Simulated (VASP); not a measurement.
Write the native input for VASP 6.6.1 that does the following.

```yaml
Task: single point
Functional: r2SCAN
Potentials_or_basis: VASP PAW PBE potentials, release 64 (Pd, O, Mg)
Cutoff: 520 eV
k_mesh: 8 × 8 × 8
Occupations: gaussian, width 0.1694 eV
Spin: no spin polarisation
Dipole_correction: no
Further_INCAR_settings: ALGO = Normal; EDIFF = 1e-06; NBANDS = 21
```

Crystal: Mg2PdO2.

```xyz
5
Lattice="0.0000 2.8560 0.0000 4.3250 0.0000 0.0000 2.1625 1.4280 -4.6987" Properties=species:S:1:pos:R:3 pbc="T T T"
Pd    0.0000    0.0000    0.0000
O     4.3250    1.4280   -1.2903
O     2.1625    2.8560   -3.4085
Mg    2.1625    1.4280   -1.3384
Mg    4.3250    2.8560   -3.3604
```

One way to write it, as run:

POSCAR

```
Mg2PdO2
1.0
    0.0000000000      2.8560170000      0.0000000000
    4.3250230000      0.0000000000      0.0000000000
    2.1625110000      1.4280080000     -4.6987400000
Pd O Mg
1 2 2
Direct
    0.0000000000      0.0000000000      0.0000000000
    0.3627000000      0.8627000000      0.2746000000
    0.6373000000      0.1373000000      0.7254000000
    0.3575800000      0.3575800000      0.2848400000
    0.6424200000      0.6424200000      0.7151600000
```

INCAR.step1

```
SYSTEM = Mg2PdO2
PREC     = Accurate       ! precision mode
ENCUT    = 520            ! plane-wave cutoff, eV
ISMEAR   = 0              ! smearing method
SIGMA    = 0.1694         ! smearing width, eV
LREAL    = .FALSE.        ! projectors in reciprocal space
LASPH    = .TRUE.         ! aspherical terms in the spheres
NELM     = 60             ! most SCF steps
NBANDS   = 21             ! bands
GGA      = PE             ! functional
ALGO     = Normal         ! electronic algorithm
EDIFF    = 1E-4           ! SCF threshold, eV
LWAVE    = .TRUE.         ! write WAVECAR
LCHARG   = .FALSE.        ! write CHGCAR
```

INCAR.step2

```
SYSTEM = Mg2PdO2
PREC     = Accurate       ! precision mode
ENCUT    = 520            ! plane-wave cutoff, eV
EDIFF    = 1E-6           ! SCF threshold, eV
ISMEAR   = 0              ! smearing method
SIGMA    = 0.1694         ! smearing width, eV
LREAL    = .FALSE.        ! projectors in reciprocal space
LASPH    = .TRUE.         ! aspherical terms in the spheres
NELM     = 60             ! most SCF steps
ALGO     = Normal         ! electronic algorithm
ISIF     = 2              ! what is computed and relaxed
LWAVE    = .FALSE.        ! write WAVECAR
LCHARG   = .FALSE.        ! write CHGCAR
METAGGA  = R2SCAN         ! meta-GGA
LMIXTAU  = .TRUE.       
NBANDS   = 21             ! bands
ISTART   = 1
```

KPOINTS

```
regular mesh
0
G
  8 8 8
  0 0 0
```

Potentials or basis: VASP PAW PBE potentials, release 64 (Pd, O, Mg).

Run with:

```console
$ cat potpaw_PBE.64/Pd/POTCAR potpaw_PBE.64/O/POTCAR potpaw_PBE.64/Mg/POTCAR > POTCAR
$ cp INCAR.step1 INCAR
$ mpirun -np 1 vasp_std > vasp.out
$ cp INCAR.step2 INCAR
$ mpirun -np 1 vasp_std > vasp.out
```

Results of the run:

```
Pressure               : 26.3 GPa
Largest force          : 5.649 eV/Å
Band gap on the k mesh : zero (band 13 reaches 8.48 eV, above the bottom of band 14 at 7.44 eV)
```

Caveat: the PAW data sets were made with another functional, which shifts forces and pressure a little.

Run time: 4 min on 1 thread of Intel(R) Xeon(R) Platinum 8259CL CPU @ 2.50GHz (Skylake/Cascade Lake) (shared host), peak memory 0.27 GiB.
